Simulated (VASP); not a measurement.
Set up this calculation in VASP 6.6.1, as the native input.

```
Task                   : single point
Functional             : PBEsol
Potentials or basis    : VASP PAW PBE potentials, release 64 (Mg)
Cutoff                 : 520 eV
k mesh                 : 11 × 11 × 11
Occupations            : gaussian, width 0.1 eV
Spin                   : no spin polarisation
Dipole correction      : no
Further INCAR settings : ALGO = Normal; EDIFF = 1e-06; NBANDS = 7
```

The structure of Mg lies in POSCAR:

```
Mg
1.0
   -1.4386242021      1.4386242021      1.4386242021
    1.4386242021     -1.4386242021      1.4386242021
    1.4386242021      1.4386242021     -1.4386242021
Mg
1
Direct
    0.0000000000      0.0000000000      0.0000000000
```

These files were run (other wordings do the same):

INCAR

```
SYSTEM = Mg
ALGO = Normal ; EDIFF = 1E-6
ENCUT = 520 ; GGA = PS
ISIF = 2 ; ISMEAR = 0
LASPH = .True. ; LCHARG = .False.
LREAL = .False. ; LWAVE = .False.
NBANDS = 7 ; NELM = 80
PREC = Accurate ; SIGMA = 0.1
```

KPOINTS

```
k-points
0
Gamma
  11 11 11
  0 0 0
```

Potentials or basis: VASP PAW PBE potentials, release 64 (Mg).

Run with:

```bash
$ cat potpaw_PBE.64/Mg/POTCAR > POTCAR
$ mpirun -np 1 vasp_std > vasp.out
```

Results of the run:

| Property | Result |
| --- | --- |
| Pressure | 81.6 GPa |
| Band gap on the k mesh | zero (band 1 reaches 9.77 eV, above the bottom of band 2 at 6.43 eV) |

Caveat: the PAW data sets were made with another functional, which shifts forces and pressure a little.

Wall time 2.5 s on 1 thread of Intel Xeon 6975P-C (shared host), peak memory 0.12 GiB.
